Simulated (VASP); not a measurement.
# LiF (P6_3mc) in VASP: further runs, part 2 of 2

VASP 6.6.1. Earlier steps stand in the parts before.

**3. Single point, PBE (volume 9.541 Å^3 an atom, c/a of the conventional cell 1.6656)**

File INCAR:

```
ALGO = Normal
EDIFF = 1E-6
ENCUT = 520
GGA = PE
ISIF = 2
ISMEAR = 0
LASPH = True
LCHARG = False
LREAL = False
LWAVE = False
NBANDS = 18
NELM = 80
PREC = Accurate
SIGMA = 0.05
```

File KPOINTS:

```
k-points
0
Gamma
  9 9 6
```

File POSCAR:

```
LiF
1.0
    2.9797798643      0.0000000000      0.0000000000
   -1.4898899321      2.5805650602      0.0000000000
    0.0000000000      0.0000000000      4.9631213420
Li F
2 2
Direct
    0.3333333333      0.6666666667      0.3810713234
    0.6666666667      0.3333333333      0.8810713234
    0.3333333333      0.6666666667      0.9939266766
    0.6666666667      0.3333333333      0.4939266766
```

Potentials or basis: VASP PAW PBE potentials, release 64 (Li_sv, F).

Command:

```
$ cat potpaw_PBE.64/Li_sv/POTCAR potpaw_PBE.64/F/POTCAR > POTCAR
$ mpirun -np 1 vasp_std > vasp.out
```

OUTCAR:

```text
EDIFF = 1E-6
   ENCUT = 520
   GGA = PE
   ISIF = 2
   ISMEAR = 0
   LASPH = True
   LREAL = False
   NELM = 80
   PREC = Accurate

 ion  position               nearest neighbor table
   1  0.333  0.667  0.381-   4 1.81   4 1.81   4 1.81   3 1.92
   2  0.667  0.333  0.881-   3 1.81   3 1.81   3 1.81   4 1.92
   3  0.333  0.667  0.994-   2 1.81   2 1.81   2 1.81   1 1.92
   4  0.667  0.333  0.494-   1 1.81   1 1.81   1 1.81   2 1.92

  LATTYP: Found a hexagonal cell.
 ALAT       =     2.9797798643
 C/A-ratio  =     1.6656000000

  Lattice vectors:

 A1 = (   2.9797798643,   0.0000000000,   0.0000000000)
 A2 = (  -1.4898899321,   2.5805650602,   0.0000000000)
 A3 = (   0.0000000000,   0.0000000000,   4.9631213420)

Analysis of symmetry for initial positions (statically):
=====================================================================
 Subroutine PRICEL returns:
 Original cell was already a primitive cell.

 Routine SETGRP: Setting up the symmetry group for a
 hexagonal supercell.

 Subroutine GETGRP returns: Found 12 space group operations
 (whereof  6 operations were pure point group operations)
 out of a pool of 24 trial point group operations.

The static configuration has the point symmetry C_3v.
 The point group associated with its full space group is C_6v.

Analysis of symmetry for dynamics (positions and initial velocities):
=====================================================================
 Subroutine PRICEL returns:
 Original cell was already a primitive cell.

 Routine SETGRP: Setting up the symmetry group for a
 hexagonal supercell.

 Subroutine GETGRP returns: Found 12 space group operations
 (whereof  6 operations were pure point group operations)
 out of a pool of 24 trial point group operations.

The dynamic configuration has the point symmetry C_3v.
 The point group associated with its full space group is C_6v.

 Subroutine INISYM returns: Found 12 space group operations
 (whereof  6 operations are pure point group operations),
 and found     1 'primitive' translations

----------------------------------------------------------------------------------------

                                     Primitive cell

  volume of cell :      38.1640

  direct lattice vectors                    reciprocal lattice vectors
     2.979779864  0.000000000  0.000000000     0.335595261  0.193756014  0.000000000
    -1.489889932  2.580565060  0.000000000     0.000000000  0.387512028  0.000000000
     0.000000000  0.000000000  4.963121342     0.000000000  0.000000000  0.201486107

  length of vectors
     2.979779864  2.979779864  4.963121342     0.387512028  0.387512028  0.201486107

  position of ions in fractional coordinates (direct lattice)
     0.333333333  0.666666667  0.381071323
     0.666666667  0.333333333  0.881071323
     0.333333333  0.666666667  0.993926677
     0.666666667  0.333333333  0.493926677

  ion indices of the primitive-cell ions
   primitive index   ion index
                 1           1
                 2           2
                 3           3
                 4           4

----------------------------------------------------------------------------------------

 KPOINTS: k-points

Automatic generation of k-mesh.
 Grid dimensions read from file:
 generate k-points for:    9    9    6

 Generating k-lattice:

  Cartesian coordinates                     Fractional coordinates (reciprocal lattice)
     0.037288362  0.021528446  0.000000000     0.111111111 -0.000000000  0.000000000
     0.000000000  0.043056892  0.000000000     0.000000000  0.111111111  0.000000000
     0.000000000  0.000000000  0.033581018     0.000000000  0.000000000  0.166666667

  Length of vectors
     0.043056892  0.043056892  0.033581018

  Shift w.r.t. Gamma in fractional coordinates (k-lattice)
     0.000000000  0.000000000  0.000000000

 Subroutine IBZKPT returns following result:
 ===========================================

 Found     48 irreducible k-points:

 Following reciprocal coordinates:
            Coordinates               Weight
  0.000000  0.000000  0.000000      1.000000
  0.111111 -0.000000  0.000000      6.000000
  0.222222 -0.000000  0.000000      6.000000
  0.333333 -0.000000  0.000000      6.000000
  0.444444 -0.000000  0.000000      6.000000
  0.111111  0.111111  0.000000      6.000000
[... 16 lines left out ...]
  0.333333  0.222222  0.166667     24.000000
  0.333333  0.333333  0.166667      4.000000
 [... further k-points ...]
   k-points           NKPTS =     48   k-points in BZ     NKDIM =     48   number of bands    NBANDS=     18
   number of dos      NEDOS =    301   number of ions     NIONS =      4
   total plane-waves  NPLWV =  23040
   dimension x,y,z NGX =    24 NGY =   24 NGZ =   40
   dimension x,y,z NGXF=    48 NGYF=   48 NGZF=   80
   ions per type =               2   2
   NGX,Y,Z   is equivalent  to a cutoff of  13.39, 13.39, 13.40 a.u.
   NGXF,Y,Z  is equivalent  to a cutoff of  26.78, 26.78, 26.80 a.u.
 SYSTEM =  unknown system
   PREC   = accura    normal or accurate (medium, high low for compatibility)
   ISTART =      0    job   : 0-new  1-cont  2-samecut
   ICHARG =      2    charge: 1-file 2-atom 10-const
   ISPIN  =      1    spin polarized calculation?
   LNONCOLLINEAR =      F non collinear calculations
   LSORBIT =      F    spin-orbit coupling
   LASPH  =      T    aspherical Exc in radial PAW
   ENCUT  =  520.0 eV  38.22 Ry    6.18 a.u.   5.54  5.54  9.23*2*pi/ulx,y,z
   NELM   =     80;   NELMIN=  2; NELMDL= -5     # of ELM steps
   EDIFF  = 0.1E-05   stopping-criterion for ELM
   LREAL  =      F    real-space projection
   EDIFFG = 0.1E-04   stopping-criterion for IOM
   NSW    =      0    number of steps for IOM
   IBRION =     -1    ionic relax: 0-MD 1-quasi-New 2-CG
   NFREE  =      0    steps in history (QN), initial steepest desc. (CG)
   ISIF   =      2    stress and relaxation
   ISYM   =      2    0-nonsym 1-usesym 2-fastsym
   POTIM  = 0.5000    time-step for ionic-motion
   TEBEG  =    0.0;   TEEND  =   0.0 temperature during run
   PSTRESS=    0.0 pullay stress
   NELECT =      20.0000    total number of electrons
   NUPDOWN=      -1.0000    fix difference up-down
   EMIN   =  10.00;   EMAX   =-10.00  energy-range for DOS
   EFERMI =   0.00;   METHOD = LEGACY
   ISMEAR =     0;   SIGMA  =   0.05  broadening in eV -4-tet -1-fermi 0-gaus
   EFERMI_NEDOS =   21; number of points for ismear=-14 and -15
   IALGO  =     38    algorithm
   IMIX   =      4    mixing-type and parameters
     AMIX     =   0.40;   BMIX     =  1.00
     AMIX_MAG =   1.60;   BMIX_MAG =  1.00
  volume/ion in A,a.u.               =       9.54        64.39
  Fermi-wavevector in a.u.,A,eV,Ry     =   1.319877  2.494206 23.702381  1.742076
  Thomas-Fermi vector in A             =   2.449744
   LORBIT       =      0    0 simple, 1 ext, 2 COOP (PROOUT), +10 PAW based schemes
   GGA     = PE    functional components
   LHFCALC =     F    Hartree Fock is set to
   AEXX    =    0.0000 exact exchange contribution
   IVDW    =     0    specifies the selected vdW correction
   LEPSILON=     F    determine dielectric tensor
   LRPA    =     F    only Hartree local field effects (RPA)
 non-spin polarized calculation
 Gauss-broadening in eV      SIGMA  =   0.05
  energy-cutoff  :      520.00
  volume of cell :       38.16
 maximum number of plane-waves:      1056
 NGX is ok and might be reduce to    24
   NGX = 11   NGY = 11   NGZ = 19

 number of electron      20.0000026 magnetization

 Free energy of the ion-electron system (eV)
  ---------------------------------------------------
  ext. energy  EPLUGINS =         0.00000000
  ---------------------------------------------------
  free energy    TOTEN  =       -19.21117618 eV

  energy without entropy =      -19.21117618  energy(sigma->0) =      -19.21117618

 E-fermi :  -2.0808     XC(G=0):  -9.0073

 val. band max:       -2.3592471520   @ k =   0.0000   0.0000   0.0000
 cond. band min:       5.7314099991   @ k =   0.0000   0.0000   0.0000
 fundamental gap:      8.0906571510
 Fermi energy:        -2.0807557743

 k-point     1 :       0.0000    0.0000    0.0000
  band No.  band energies     occupation
      1     -42.6060      2.00000
      2     -42.5661      2.00000
      3     -21.7868      2.00000
      4     -21.5762      2.00000
      5      -4.5488      2.00000
      6      -2.6666      2.00000
[... 10 lines left out ...]
     17      18.1702      0.00000
     18      18.1703      0.00000
[... 466 lines left out ...]
      2     -42.5482      2.00000
      3     -21.5541      2.00000
      4     -21.5541      2.00000
      5      -4.3730      2.00000
      6      -3.5650      2.00000
[... 10 lines left out ...]
     17      16.5826      0.00000
     18      19.5802      0.00000

 [... further k-points ...]
[... 5 lines left out ...]
  --------------------------------------------------------------------------------------
  -------------------------------------------------------------------------------------
  Total        1.8504764      1.8504764      0.2174856      0.0000000      0.0000000      0.0000000
  in kB       77.6855482     77.6855482      9.1303439      0.0000000      0.0000000      0.0000000
  external PRESSURE =      54.8338135 kB  Pullay stress =       0.0000000 kB

 VOLUME and BASIS-vectors are now :
 -----------------------------------------------------------------------------
  energy-cutoff  :      520.00
  volume of cell :       38.16
      direct lattice vectors                 reciprocal lattice vectors
     2.979779864  0.000000000  0.000000000     0.335595261  0.193756014  0.000000000
    -1.489889932  2.580565060  0.000000000     0.000000000  0.387512028  0.000000000
     0.000000000  0.000000000  4.963121342     0.000000000  0.000000000  0.201486107

 POSITION                                       TOTAL-FORCE (eV/Angst)
 -----------------------------------------------------------------------------------
     -0.00000      1.72038      1.89130        -0.000000      0.000000     -0.236971
      1.48989      0.86019      4.37286         0.000000     -0.000000     -0.236971
     -0.00000      1.72038      4.93298         0.000000     -0.000000      0.236971
      1.48989      0.86019      2.45142        -0.000000      0.000000      0.236971
 -----------------------------------------------------------------------------------
    total drift:                                0.000001      0.000001     -0.002522

  FREE ENERGIE OF THE ION-ELECTRON SYSTEM (eV)
  ---------------------------------------------------
  free  energy   TOTEN  =       -19.2111761784 eV

  energy  without entropy=      -19.2111761784  energy(sigma->0) =      -19.21117618
```

OSZICAR:

```text
N       E                     dE             d eps       ncg     rms          rms(c)
DAV:   1     0.118073099296E+03    0.11807E+03   -0.10875E+04  1736   0.121E+03
DAV:   2    -0.103679961957E+02   -0.12844E+03   -0.12569E+03  1964   0.299E+02
DAV:   3    -0.205547206088E+02   -0.10187E+02   -0.10130E+02  3288   0.618E+01
DAV:   4    -0.206426922672E+02   -0.87972E-01   -0.87865E-01  2186   0.737E+00
DAV:   5    -0.206440763350E+02   -0.13841E-02   -0.13839E-02  2294   0.652E-01    0.741E+00
DAV:   6    -0.191426425372E+02    0.15014E+01   -0.39920E+00  1806   0.153E+01    0.222E+00
DAV:   7    -0.191726459628E+02   -0.30003E-01   -0.13584E-01  1974   0.256E+00    0.150E+00
DAV:   8    -0.192117709031E+02   -0.39125E-01   -0.61785E-02  1974   0.238E+00    0.393E-01
DAV:   9    -0.192102437668E+02    0.15271E-02   -0.72959E-03  2374   0.713E-01    0.968E-02
DAV:  10    -0.192111817808E+02   -0.93801E-03   -0.13206E-03  1876   0.251E-01    0.437E-02
DAV:  11    -0.192111727282E+02    0.90526E-05   -0.45959E-05  2440   0.625E-02    0.889E-03
DAV:  12    -0.192111759448E+02   -0.32166E-05   -0.64612E-06  1880   0.207E-02    0.141E-03
DAV:  13    -0.192111761784E+02   -0.23359E-06   -0.14305E-07  1802   0.332E-03
   1 F= -.19211176E+02 E0= -.19211176E+02  d E =-.196931E-17
```

It took 27 s on 1 thread of AMD EPYC 7R43 (Zen 3), shared host; peak memory 0.13 GiB.

What came out:

- Free energy: -19.2112 eV
- Largest force: 0.237 eV/Å
- Band gap on the k mesh: 8.09 eV, direct

Forces in eV/Å, atoms in the order of the input:
```
Li   0.000  0.000 -0.237
Li   0.000  0.000 -0.237
F    0.000  0.000  0.237
F    0.000  0.000  0.237
```

Levels at points of the mesh, in eV from the valence-band top:
```tsv
k point	band 8	band 9	band 10	band 11	band 12	band 13
(0.00, 0.00, 0.00)	-0.05	-0.05	0.00	8.09	12.10	15.49
(0.00, 0.00, 0.50)	-0.18	-0.18	-0.18	9.74	9.74	17.58
```

Caveat: the cutoff is under 1.25 times the usual one of these potentials, so pressure, stress and relaxed cells hold a basis-set (Pulay) error.

**4. Single point, PBE (volume 9.541 Å^3 an atom, c/a of the conventional cell 1.4764)**

File INCAR:

```
SYSTEM = LiF
PREC = Accurate
ENCUT = 520
EDIFF = 1E-6
ISMEAR = 0
SIGMA = 0.05
LREAL = .False.
LASPH = .True.
NELM = 100
ALGO = Normal
ISIF = 2
LWAVE = .False.
LCHARG = .False.
GGA = PE
NBANDS = 18
```

File KPOINTS:

```
Automatic mesh
0
Gamma
  9 9 6
  0 0 0
```

File POSCAR:

```
LiF
1.0
    3.1019853303      0.0000000000      0.0000000000
   -1.5509926651      2.6863980983      0.0000000000
    0.0000000000      0.0000000000      4.5797711417
Li F
2 2
Direct
    0.3333333333      0.6666666667      0.3810713234
    0.6666666667      0.3333333333      0.8810713234
    0.3333333333      0.6666666667      0.9939266766
    0.6666666667      0.3333333333      0.4939266766
```

Potentials or basis: VASP PAW PBE potentials, release 64 (Li_sv, F).

Command:

```
$ cat potpaw_PBE.64/Li_sv/POTCAR potpaw_PBE.64/F/POTCAR > POTCAR
$ mpirun -np 1 vasp_std > vasp.out
```

OUTCAR:

```text
SYSTEM = LiF
   PREC = Accurate
   ENCUT = 520
   EDIFF = 1E-6
   ISMEAR = 0
   LREAL = .False.
   LASPH = .True.
   NELM = 100
   ISIF = 2
   GGA = PE

 ion  position               nearest neighbor table
   1  0.333  0.667  0.381-   3 1.77   4 1.86   4 1.86   4 1.86
   2  0.667  0.333  0.881-   4 1.77   3 1.86   3 1.86   3 1.86
   3  0.333  0.667  0.994-   1 1.77   2 1.86   2 1.86   2 1.86
   4  0.667  0.333  0.494-   2 1.77   1 1.86   1 1.86   1 1.86

  LATTYP: Found a hexagonal cell.
 ALAT       =     3.1019853303
 C/A-ratio  =     1.4764000000

[... 697 lines left out ...]

 [... further k-points ...]
[... 5 lines left out ...]
  --------------------------------------------------------------------------------------
  -------------------------------------------------------------------------------------
  Total        0.6907014      0.6907014      2.3189046      0.0000000     -0.0000000      0.0000000
  in kB       28.9965958     28.9965958     97.3508111      0.0000000     -0.0000000      0.0000000
  external PRESSURE =      51.7813342 kB  Pullay stress =       0.0000000 kB

 VOLUME and BASIS-vectors are now :
 -----------------------------------------------------------------------------
  energy-cutoff  :      520.00
  volume of cell :       38.16
      direct lattice vectors                 reciprocal lattice vectors
     3.101985330  0.000000000  0.000000000     0.322374187  0.186122824  0.000000000
    -1.550992665  2.686398098  0.000000000     0.000000000  0.372245648  0.000000000
     0.000000000  0.000000000  4.579771142     0.000000000  0.000000000  0.218351522

 POSITION                                       TOTAL-FORCE (eV/Angst)
 -----------------------------------------------------------------------------------
     -0.00000      1.79093      1.74522        -0.000000      0.000000      0.365319
      1.55099      0.89547      4.03511         0.000000     -0.000000      0.365319
     -0.00000      1.79093      4.55196        -0.000000     -0.000000     -0.365319
      1.55099      0.89547      2.26207         0.000000     -0.000000     -0.365319
 -----------------------------------------------------------------------------------
    total drift:                                0.000001      0.000001     -0.000204

  FREE ENERGIE OF THE ION-ELECTRON SYSTEM (eV)
  ---------------------------------------------------
  free  energy   TOTEN  =       -19.2156406779 eV

  energy  without entropy=      -19.2156406779  energy(sigma->0) =      -19.21564068
```

Run time: 30 s. Hardware: 1 thread of AMD EPYC 7R43 (Zen 3), shared host; peak memory 0.12 GiB.

What came out:

| Quantity | Value |
| --- | --- |
| Free energy | -19.2156 eV |
| Largest force | 0.365 eV/Å |
| Band gap on the k mesh | 7.96 eV, direct |

Forces in eV/Å, atoms in the order of the input:
```
Li   0.000  0.000  0.365
Li   0.000  0.000  0.365
F    0.000  0.000 -0.365
F    0.000  0.000 -0.365
```

Caveat: the cutoff is under 1.25 times the usual one of these potentials, so pressure, stress and relaxed cells hold a basis-set (Pulay) error. A k mesh can miss the band edges.

**5. Single point, PBE (volume 9.541 Å^3 an atom, c/a of the conventional cell 1.5681)**

File INCAR:

```
PREC = Accurate
ENCUT = 520
EDIFF = 1E-6
ISMEAR = 0
SIGMA = 0.05
LREAL = False
LASPH = True
NELM = 80
ALGO = Normal
ISIF = 2
LWAVE = False
LCHARG = False
GGA = PE
NBANDS = 18
```

File KPOINTS:

```
Automatic mesh
0
Gamma
  9 9 6
```

File POSCAR:

```
LiF
1.0
    3.0402730597      0.0000000000      0.0000000000
   -1.5201365298      2.6329537042      0.0000000000
    0.0000000000      0.0000000000      4.7675809209
Li F
2 2
Direct
    0.3333333333      0.6666666667      0.3810713234
    0.6666666667      0.3333333333      0.8810713234
    0.3333333333      0.6666666667      0.9939266766
    0.6666666667      0.3333333333      0.4939266766
```

Command:

```
$ cat potpaw_PBE.64/Li_sv/POTCAR potpaw_PBE.64/F/POTCAR > POTCAR
$ mpirun -np 1 vasp_std > vasp.out
```

Run time: 29 s. Hardware: 1 thread of AMD EPYC 7R43 (Zen 3), shared host; peak memory 0.12 GiB.

Results (log left out):

- Free energy: -19.2461 eV
- Largest force: 0.011 eV/Å
- Band gap on the k mesh: 8.03 eV, direct

Forces on the atoms (eV/Å):
```
Li   0.000  0.000  0.011
Li   0.000  0.000  0.011
F    0.000  0.000 -0.011
F    0.000  0.000 -0.011
```

Levels at points of the mesh, in eV from the valence-band top:
| k point | band 8 | band 9 | band 10 | band 11 | band 12 | band 13 |
| --- | --- | --- | --- | --- | --- | --- |
| (0.00, 0.00, 0.00) | -0.16 | -0.16 | 0.00 | 8.03 | 12.34 | 15.68 |
| (0.00, 0.00, 0.50) | -0.32 | -0.32 | -0.32 | 9.74 | 9.74 | 18.01 |

Caveat: the cutoff is under 1.25 times the usual one of these potentials, so pressure, stress and relaxed cells hold a basis-set (Pulay) error. A k mesh can miss the band edges.

**6. Overview**

| cell | gap on the mesh (eV) | largest force (eV/Å) |
| --- | --- | --- |
| a = 3.165, b = 3.165, c = 4.399 Å, angles 90.0, 90.0, 120.0°, 4 atoms | 7.89 | 0.86 |
| a = 2.980, b = 2.980, c = 4.963 Å, angles 90.0, 90.0, 120.0°, 4 atoms | 8.09 | 0.24 |
| a = 3.102, b = 3.102, c = 4.580 Å, angles 90.0, 90.0, 120.0°, 4 atoms | 7.96 | 0.37 |
| a = 3.040, b = 3.040, c = 4.768 Å, angles 90.0, 90.0, 120.0°, 4 atoms | 8.03 | 0.01 |

Alike in all rows: task single point; level PBE; potentials or basis VASP PAW PBE potentials, release 64 (Li_sv, F); no spin polarisation; k mesh 9 × 9 × 6; cutoff (eV) 520; smearing gaussian 0.05 eV.

Caveats: the cutoff is under 1.25 times the usual one of these potentials, so pressure, stress and relaxed cells hold a basis-set (Pulay) error.

Absolute energies hang on the potentials; compare differences alone.
